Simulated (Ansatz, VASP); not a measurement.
## Sr3O in VASP and in Ansatz

```
Sr O
1.0
     5.27445    0.00000    0.00000
     0.00000    5.27445    0.00000
     0.00000    0.00000    5.11249
Sr O
3 1
Direct
  0.00000 0.50000 0.50000
  0.50000 0.00000 0.50000
  0.50000 0.50000 0.00000
  0.00000 0.00000 0.00000
```

Alike in both runs: task relaxation of cell and atoms; functional PBE; k mesh 10 × 10 × 10; occupations gaussian, width 0.1 eV; no spin polarisation.

|  | VASP | Ansatz |
| --- | --- | --- |
| version | VASP 6.6.1 | Ansatz 0.2.0 |
| potentials or method | VASP PAW PBE potentials, release 64 (Sr_sv, O), cutoff 600 eV | scalar-relativistic, plane waves, PAW |
| valence electrons in the cell | 36 | 36 |

Ansatz gave:

```
gap on the k mesh at the Fermi level, each at its own relaxed structure (eV)  : none
relaxed volume (Å³/atom)                                                      : 35.59
relaxed length of the cell vector where the two differ most in proportion (Å) : 5.573
```

Question: Estimate VASP's values.

Answer: gap on the k mesh at the Fermi level, each at its own relaxed structure (eV): none; relaxed volume (Å³/atom): 35.65; relaxed length of the cell vector where the two differ most in proportion (Å): 5.582.

A gap of «none» marks a metal or a gap that the smearing closes.
